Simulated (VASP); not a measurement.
Runs of VASP 6.6.1 on Si. The structure is that of space group Fd-3m (No. 227), or close to it. The cells are those of the table. 

| task | cell | k mesh | cutoff (eV) | smearing | gap on the mesh (eV) | pressure (GPa) | relaxed volume (Å³/atom) |
| --- | --- | --- | --- | --- | --- | --- | --- |
| relaxation of cell and atoms | relaxed from a = 3.845 Å, angles 60.0°, 2 atoms | 8 × 8 × 8 | 600 | gaussian 0.02 eV | 0.49 | 0.0 | 19.72 |
| relaxation of cell and atoms | relaxed from a = 3.820 Å, angles 60.0°, 2 atoms | 12 × 12 × 12 | 600 | gaussian 0.01 eV | 0.44 | 0.0 | 19.72 |
| relaxation of cell and atoms | relaxed from a = 3.820 Å, angles 60.0°, 2 atoms | 10 × 10 × 10 | 600 | gaussian 0.02 eV | 0.45 | 0.0 | 19.72 |
| single point | a = 3.820 Å, angles 60.0°, 2 atoms | 10 × 10 × 10 | 520 | gaussian 0.02 eV | 0.45 | 0.1 | - |
| single point | a = 3.845 Å, angles 60.0°, 2 atoms | 6 × 6 × 6 | 520 | gaussian 0.1 eV | (a) | -1.7 | - |
| single point | a = 3.820 Å, angles 60.0°, 2 atoms | 8 × 8 × 8 | 520 | gaussian 0.02 eV | 0.49 | 0.1 | - |

Alike in all rows: level LDA; potentials or basis VASP PAW LDA potentials, release 64 (Si); no spin polarisation.

Problem. Estimate the missing entries.

Solution. (a) 0.60.

A k mesh can miss the band edges.
